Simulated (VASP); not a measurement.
# CoSi2 (P4mm) in VASP: relaxation of cell and atoms with PBE

Aim: the relaxation of cell and atoms of CoSi2 with PBE.

All numbers are computed with VASP 6.6.1; they aren't measurements. Logs are shortened: lines on timing, memory, paths and dates and some standing lists are left out, and cuts for length are marked.

## 1. The cell of the first run

The structure is tetragonal, space group P4mm (No. 99). Conventional cell: a = 4.800 Å, b = 4.800 Å, c = 4.155 Å, α = 90.00°, β = 90.00°, γ = 90.00°. Within 2.8 Å of Co (site symmetry 2mm) lie 4 Si at 2.13 Å. Si (site symmetry m) has 4 Si at 2.09 to 2.71 Å and 2 Co at 2.13 Å within 2.8 Å.

The cell was built from a structure type or drawn by symmetry, and may not be a known phase.

## 2. Relaxation of cell and atoms, PBE, collinear spin, ferromagnetic start

The input, INCAR:

```
SYSTEM = CoSi2
PREC     = Accurate       ! precision mode
ENCUT    = 600            ! plane-wave cutoff, eV
EDIFF    = 1E-7           ! SCF threshold, eV
ISMEAR   = 0              ! smearing method
SIGMA    = 0.1            ! smearing width, eV
LREAL    = .FALSE.        ! projectors in reciprocal space
LASPH    = .TRUE.         ! aspherical terms in the spheres
NELM     = 150            ! most SCF steps
ALGO     = Normal         ! electronic algorithm
ISIF     = 3              ! what is computed and relaxed
LWAVE    = .FALSE.        ! write WAVECAR
LCHARG   = .FALSE.        ! write CHGCAR
ISPIN    = 2              ! spin polarisation
MAGMOM   = 3 3 0 0 0 0    ! initial moments
LORBIT   = 11             ! projections on sites
LMAXMIX  = 4              ! l up to which the mixer works
GGA      = PE             ! functional
IBRION   = 2              ! ionic algorithm
NSW      = 90             ! ionic steps
EDIFFG   = -0.04          ! ionic threshold
```

The input, KPOINTS:

```
Automatic mesh
0
G
  4 4 4
  0 0 0
```

The input, POSCAR:

```
CoSi2
1.0
    4.7997446600      0.0000000000      0.0000000000
    0.0000000000      4.7997446600      0.0000000000
    0.0000000000      0.0000000000      4.1548822000
Co Si
2 4
Direct
    0.5000000000      0.0000000000      0.6117666600
    0.0000000000      0.5000000000      0.6117666600
    0.2824901800      0.2824901800      0.3083684000
    0.7175098200      0.7175098200      0.3083684000
    0.7175098200      0.2824901800      0.3083684000
    0.2824901800      0.7175098200      0.3083684000
```

Potentials or basis: VASP PAW PBE potentials, release 64 (Co, Si).

Run with:

```console
$ cat potpaw_PBE.64/Co/POTCAR potpaw_PBE.64/Si/POTCAR > POTCAR
$ mpirun -np 1 vasp_std > vasp.out
```

OUTCAR:

```text
SYSTEM = CoSi2
   PREC = Accurate
   ENCUT = 600
   EDIFF = 1E-7
   ISMEAR = 0
   LREAL = .FALSE.
   LASPH = .TRUE.
   NELM = 150
   ISIF = 3
   ISPIN = 2
   LORBIT = 11
   GGA = PE
   IBRION = 2
   NSW = 90
   EDIFFG = -0.04

 ion  position               nearest neighbor table
   1  0.500  0.000  0.612-   3 2.13   4 2.13   5 2.13   6 2.13
   2  0.000  0.500  0.612-   3 2.13   4 2.13   5 2.13   6 2.13
   3  0.282  0.282  0.308-   5 2.09   6 2.09   1 2.13   2 2.13   6 2.71   5 2.71   4 2.95
   4  0.718  0.718  0.308-   5 2.09   6 2.09   1 2.13   2 2.13   6 2.71   5 2.71   3 2.95
   5  0.718  0.282  0.308-   3 2.09   4 2.09   1 2.13   2 2.13   3 2.71   4 2.71   6 2.95
   6  0.282  0.718  0.308-   3 2.09   4 2.09   1 2.13   2 2.13   3 2.71   4 2.71   5 2.95

  LATTYP: Found a simple tetragonal cell.
 ALAT       =     4.7997446600
 C/A-ratio  =     0.8656465071

  Lattice vectors:

 A1 = (   4.7997446600,   0.0000000000,   0.0000000000)
 A2 = (   0.0000000000,   4.7997446600,   0.0000000000)
 A3 = (   0.0000000000,   0.0000000000,   4.1548822000)

Analysis of symmetry for initial positions (statically):
=====================================================================
 Subroutine PRICEL returns:
 Original cell was already a primitive cell.

 Routine SETGRP: Setting up the symmetry group for a
 simple tetragonal supercell.

 Subroutine GETGRP returns: Found  8 space group operations
 (whereof  8 operations were pure point group operations)
 out of a pool of 16 trial point group operations.

The static configuration has the point symmetry C_4v.

Analysis of symmetry for dynamics (positions and initial velocities):
=====================================================================
 Subroutine PRICEL returns:
 Original cell was already a primitive cell.

 Routine SETGRP: Setting up the symmetry group for a
 simple tetragonal supercell.

 Subroutine GETGRP returns: Found  8 space group operations
 (whereof  8 operations were pure point group operations)
 out of a pool of 16 trial point group operations.

The dynamic configuration has the point symmetry C_4v.

Analysis of structural, dynamic, and magnetic symmetry:
=====================================================================
 Subroutine PRICEL returns:
 Original cell was already a primitive cell.

 Routine SETGRP: Setting up the symmetry group for a
 simple tetragonal supercell.

 Subroutine GETGRP returns: Found  8 space group operations
 (whereof  8 operations were pure point group operations)
 out of a pool of 16 trial point group operations.

The overall configuration has the point symmetry C_4v.

 Subroutine INISYM returns: Found  8 space group operations
 (whereof  8 operations are pure point group operations),
 and found     1 'primitive' translations

----------------------------------------------------------------------------------------

                                     Primitive cell

  volume of cell :      95.7183

  direct lattice vectors                    reciprocal lattice vectors
     4.799744660  0.000000000  0.000000000     0.208344416  0.000000000  0.000000000
     0.000000000  4.799744660  0.000000000     0.000000000  0.208344416  0.000000000
     0.000000000  0.000000000  4.154882200     0.000000000  0.000000000  0.240680711

  length of vectors
     4.799744660  4.799744660  4.154882200     0.208344416  0.208344416  0.240680711

  position of ions in fractional coordinates (direct lattice)
     0.500000000  0.000000000  0.611766660
     0.000000000  0.500000000  0.611766660
     0.282490180  0.282490180  0.308368400
     0.717509820  0.717509820  0.308368400
     0.717509820  0.282490180  0.308368400
     0.282490180  0.717509820  0.308368400

  ion indices of the primitive-cell ions
   primitive index   ion index
                 1           1
                 2           2
                 3           3
                 4           4
                 5           5
                 6           6

----------------------------------------------------------------------------------------

 KPOINTS: Automatic mesh

Automatic generation of k-mesh.
 Grid dimensions read from file:
 generate k-points for:    4    4    4

 Generating k-lattice:

  Cartesian coordinates                     Fractional coordinates (reciprocal lattice)
     0.052086104  0.000000000  0.000000000     0.250000000  0.000000000  0.000000000
     0.000000000  0.052086104  0.000000000     0.000000000  0.250000000  0.000000000
     0.000000000  0.000000000  0.060170178     0.000000000  0.000000000  0.250000000

  Length of vectors
     0.052086104  0.052086104  0.060170178

  Shift w.r.t. Gamma in fractional coordinates (k-lattice)
     0.000000000  0.000000000  0.000000000

 Subroutine IBZKPT returns following result:
 ===========================================

 Found     18 irreducible k-points:

 Following reciprocal coordinates:
            Coordinates               Weight
  0.000000  0.000000  0.000000      1.000000
  0.250000  0.000000  0.000000      4.000000
  0.500000  0.000000  0.000000      2.000000
  0.250000  0.250000  0.000000      4.000000
  0.500000  0.250000  0.000000      4.000000
  0.500000  0.500000  0.000000      1.000000
[... 10 lines left out ...]
  0.500000  0.250000  0.500000      4.000000
  0.500000  0.500000  0.500000      1.000000
   k-points           NKPTS =     18   k-points in BZ     NKDIM =     18   number of bands    NBANDS=     24
   number of dos      NEDOS =    301   number of ions     NIONS =      6
   total plane-waves  NPLWV =  57600
   dimension x,y,z NGX =    40 NGY =   40 NGZ =   36
   dimension x,y,z NGXF=    80 NGYF=   80 NGZF=   72
   ions per type =               2   4
   NGX,Y,Z   is equivalent  to a cutoff of  13.85, 13.85, 14.40 a.u.
   NGXF,Y,Z  is equivalent  to a cutoff of  27.71, 27.71, 28.81 a.u.
 SYSTEM =  CoSi2
   PREC   = accura    normal or accurate (medium, high low for compatibility)
   ISTART =      0    job   : 0-new  1-cont  2-samecut
   ICHARG =      2    charge: 1-file 2-atom 10-const
   ISPIN  =      2    spin polarized calculation?
   LNONCOLLINEAR =      F non collinear calculations
   LSORBIT =      F    spin-orbit coupling
   LASPH  =      T    aspherical Exc in radial PAW
   ENCUT  =  600.0 eV  44.10 Ry    6.64 a.u.   9.59  9.59  8.30*2*pi/ulx,y,z
   NELM   =    150;   NELMIN=  2; NELMDL= -5     # of ELM steps
   EDIFF  = 0.1E-06   stopping-criterion for ELM
   LREAL  =      F    real-space projection
   EDIFFG = -.4E-01   stopping-criterion for IOM
   NSW    =     90    number of steps for IOM
   IBRION =      2    ionic relax: 0-MD 1-quasi-New 2-CG
   NFREE  =      1    steps in history (QN), initial steepest desc. (CG)
   ISIF   =      3    stress and relaxation
   ISYM   =      2    0-nonsym 1-usesym 2-fastsym
   POTIM  = 0.5000    time-step for ionic-motion
   TEBEG  =    0.0;   TEEND  =   0.0 temperature during run
   PSTRESS=    0.0 pullay stress
   NELECT =      34.0000    total number of electrons
   NUPDOWN=      -1.0000    fix difference up-down
   EMIN   =  10.00;   EMAX   =-10.00  energy-range for DOS
   EFERMI =   0.00;   METHOD = LEGACY
   ISMEAR =     0;   SIGMA  =   0.10  broadening in eV -4-tet -1-fermi 0-gaus
   EFERMI_NEDOS =   21; number of points for ismear=-14 and -15
   IALGO  =     38    algorithm
   IMIX   =      4    mixing-type and parameters
     AMIX     =   0.40;   BMIX     =  1.00
     AMIX_MAG =   1.60;   BMIX_MAG =  1.00
  volume/ion in A,a.u.               =      15.95       107.66
  Fermi-wavevector in a.u.,A,eV,Ry     =   1.159408  2.190963 18.289305  1.344226
  Thomas-Fermi vector in A             =   2.296000
   LORBIT       =     11    0 simple, 1 ext, 2 COOP (PROOUT), +10 PAW based schemes
   GGA     = PE    functional components
   LHFCALC =     F    Hartree Fock is set to
   AEXX    =    0.0000 exact exchange contribution
   IVDW    =     0    specifies the selected vdW correction
   LEPSILON=     F    determine dielectric tensor
   LRPA    =     F    only Hartree local field effects (RPA)
 conjugate gradient relaxation of ions
 spin polarized calculation
 Gauss-broadening in eV      SIGMA  =   0.10
  energy-cutoff  :      600.00
  volume of cell :       95.72
 maximum number of plane-waves:      3221
 NGX is ok and might be reduce to    40
   NGX = 19   NGY = 19   NGZ = 17

--------------------------------------- Ionic step        1  -------------------------------------------

 number of electron      34.0000009 magnetization       0.0024451

 Free energy of the ion-electron system (eV)
  ---------------------------------------------------
  ext. energy  EPLUGINS =         0.00000000
  ---------------------------------------------------
  free energy    TOTEN  =       -29.82662054 eV

  energy without entropy =      -29.80263544  energy(sigma->0) =      -29.81462799

------------------------ aborting loop because EDIFF is reached ----------------------------------------

  FORCE on cell =-STRESS in cart. coord.  units (eV):
  Direction    XX          YY          ZZ          XY          YZ          ZX
  --------------------------------------------------------------------------------------
  -------------------------------------------------------------------------------------
  Total       21.5418724     21.5418724      0.2790090      0.0000000      0.0000000      0.0000000
  in kB      360.5778528    360.5778528      4.6701817      0.0000000      0.0000000      0.0000000
  external PRESSURE =     241.9419624 kB  Pullay stress =       0.0000000 kB
[... 2074 lines left out ...]
     23      13.6294      0.00000
     24      13.8088      0.00000

[... ionic steps 4 to 23 ...]

--------------------------------------- Ionic step       24  -------------------------------------------

 number of electron      33.9999987 magnetization       0.0000000

 number of electron      33.9999987 magnetization      -0.0000000
[... 81 lines left out ...]
 number of electron      33.9999985 magnetization      -0.0000002

 number of electron      33.9999985 magnetization       0.0000002

 Free energy of the ion-electron system (eV)
  ---------------------------------------------------
  ext. energy  EPLUGINS =         0.00000000
  ---------------------------------------------------
  free energy    TOTEN  =       -36.36036736 eV

  energy without entropy =      -36.34766375  energy(sigma->0) =      -36.35401556

 E-fermi :  10.3615     XC(G=0): -11.6805

 val. band max:       10.3225573301   @ k =   0.5000   0.0000   0.2500
 cond. band min:      10.4952672336   @ k =   0.2500   0.0000   0.5000
 fundamental gap:      0.1727099034
 Fermi energy:        10.3614743648
[... 1008 lines left out ...]
  FREE ENERGIE OF THE ION-ELECTRON SYSTEM (eV)
  ---------------------------------------------------
  free  energy   TOTEN  =       -36.3603673594 eV

  energy  without entropy=      -36.3476637543  energy(sigma->0) =      -36.35401556

 reached required accuracy - stopping structural energy minimisation

 total charge

# of ion       s       p       d       tot
------------------------------------------
    1        0.482   0.632   7.657   8.771
    2        0.482   0.632   7.657   8.771
    3        0.724   0.853   0.000   1.578
    4        0.724   0.853   0.000   1.578
    5        0.724   0.853   0.000   1.578
    6        0.724   0.853   0.000   1.578
--------------------------------------------------
tot          3.862   4.677  15.313  23.852

 magnetization (x)

# of ion       s       p       d       tot
------------------------------------------
    1       -0.000  -0.000  -0.000  -0.000
    2       -0.000  -0.000  -0.000  -0.000
    3        0.000   0.000   0.000   0.000
    4        0.000   0.000   0.000   0.000
    5        0.000   0.000   0.000   0.000
    6        0.000   0.000   0.000   0.000
--------------------------------------------------
tot          0.000  -0.000  -0.000  -0.000
```

It took 36 min on 1 thread of Intel Xeon Platinum 8488C (Sapphire Rapids), shared host; peak memory 0.32 GiB.

What came out:

```
Free energy                                           : -36.3604 eV
Relaxed volume                                        : 13.07 Å³/atom
Relaxed cell                                          : a = 5.299 Å, b = 5.299 Å, c = 2.792 Å, α = 90.00°, β = 90.00°, γ = 90.00°
Space group after relaxing (to 0.1 Å)                 : P4/mmm (No. 123)
Energy gained by relaxing                             : 1089.0 meV/atom
Ionic steps                                           : 26
Pressure after relaxing                               : -0.1 GPa
Largest force after relaxing                          : 0.032 eV/Å
Band gap on the k mesh                                : zero (filled and empty bands overlap)
Net moment                                            : 0.00 μB per cell
Valence electrons inside the program's atomic spheres : Co 8.77; Si 1.58
```

Forces on the atoms (eV/Å):
```
Co   0.000  0.000  0.017
Co   0.000  0.000  0.017
Si   0.022  0.022 -0.009
Si  -0.022 -0.022 -0.009
Si  -0.022  0.022 -0.009
Si   0.022 -0.022 -0.009
```

The path:
| step | energy change (eV) | largest force (eV/Å) | pressure (GPa) | volume (Å³) |
| --- | --- | --- | --- | --- |
| 1 | 0.0000 | 5.9842 | 24.19 | 95.72 |
| 2 | -0.9987 | 1.3184 | -18.58 | 132.04 |
| 3 | -2.9824 | 0.6638 | -9.77 | 111.65 |
| 4 | -2.9973 | 0.7740 | -8.84 | 110.73 |
| 5 | -3.0005 | 0.8880 | -7.87 | 109.86 |
| 6 | -3.8869 | 1.4643 | -5.08 | 99.71 |
| 7 | -3.9991 | 4.4912 | 35.06 | 72.06 |
| 8 | -4.4945 | 3.0808 | 4.89 | 87.50 |
| 9 | -4.5883 | 3.8011 | 13.52 | 81.13 |
| 10 | -4.7990 | 3.5089 | 14.08 | 79.72 |
| 11 | -5.1640 | 2.6702 | 18.38 | 75.47 |
| 12 | -5.1845 | 2.3067 | 21.58 | 73.65 |
| 13 | -5.6447 | 1.7737 | 13.81 | 75.48 |
| 14 | -6.2078 | 0.8482 | -0.56 | 80.04 |
| 15 | -6.2564 | 0.6302 | -3.60 | 81.55 |
| 16 | -6.2637 | 0.5325 | -4.98 | 82.33 |
| 17 | -6.3199 | 0.4703 | -4.15 | 81.59 |
| 18 | -6.4429 | 0.3423 | -1.27 | 79.36 |
| 19 | -6.4325 | 0.4544 | 7.88 | 74.93 |
| 20 | -6.4904 | 0.2720 | 1.88 | 77.47 |
| 21 | -6.4918 | 0.2579 | 2.71 | 77.07 |
| 22 | -6.5162 | 0.1882 | 1.34 | 77.66 |
| 23 | -6.5268 | 0.1995 | -0.16 | 78.50 |
| 24 | -6.5270 | 0.1966 | -0.02 | 78.41 |
| 25 | -6.5304 | 0.1344 | -0.06 | 78.41 |
| 26 | -6.5337 | 0.0321 | -0.12 | 78.41 |

Final structure:
```xyz
6
Lattice="5.2991 0.0000 0.0000 0.0000 5.2991 0.0000 0.0000 0.0000 2.7922" Properties=species:S:1:pos:R:3 pbc="T T T"
Co    2.6496    0.0000    2.0726
Co    0.0000    2.6496    2.0726
Si    1.3198    1.3198    0.6789
Si    3.9793    3.9793    0.6789
Si    3.9793    1.3198    0.6789
Si    1.3198    3.9793    0.6789
```

Levels at points of the mesh, in eV from the Fermi level:
Spin up:
```
           k point  band 13  band 14  band 15  band 16  band 17  band 18  band 19  band 20  band 21  band 22
(0.00, 0.00, 0.00)    -2.10    -2.05    -1.84    -1.84    -0.49     1.25     1.83     3.47     5.46     5.46
(0.50, 0.00, 0.00)    -2.01    -1.99    -1.98    -1.96     0.33     0.39     3.35     3.40     4.96     4.99
(0.50, 0.50, 0.00)    -2.15    -2.10    -1.82    -1.80     0.34     0.45     1.62     1.62     3.16     3.16
(0.00, 0.00, 0.50)    -1.99    -1.71    -1.64    -0.35    -0.04     0.59     0.59     0.83     2.23     2.23
(0.50, 0.00, 0.50)    -1.27    -1.20    -0.58    -0.56    -0.44    -0.40     0.36     0.38     1.91     1.96
(0.50, 0.50, 0.50)    -1.94    -1.94    -0.81    -0.73    -0.15    -0.15     1.38     1.38     3.07     3.07
```
Spin down:
| k point | band 15 | band 16 | band 17 | band 18 | band 19 | band 20 |
| --- | --- | --- | --- | --- | --- | --- |
| (0.00, 0.00, 0.00) | -1.84 | -1.84 | -0.49 | 1.25 | 1.83 | 3.47 |
| (0.50, 0.00, 0.00) | -1.98 | -1.96 | 0.33 | 0.39 | 3.35 | 3.40 |
| (0.50, 0.50, 0.00) | -1.82 | -1.80 | 0.34 | 0.45 | 1.62 | 1.62 |
| (0.00, 0.00, 0.50) | -1.64 | -0.35 | -0.04 | 0.59 | 0.59 | 0.83 |
| (0.50, 0.00, 0.50) | -0.58 | -0.56 | -0.44 | -0.40 | 0.36 | 0.38 |
| (0.50, 0.50, 0.50) | -0.81 | -0.73 | -0.15 | -0.15 | 1.38 | 1.38 |

Caveat: the k points lie up to 0.56 Å⁻¹ apart in the final cell, too coarse for converged energies and pressures of a metal; the volume moved by over 15 % at a fixed basis, so the end points are rough.
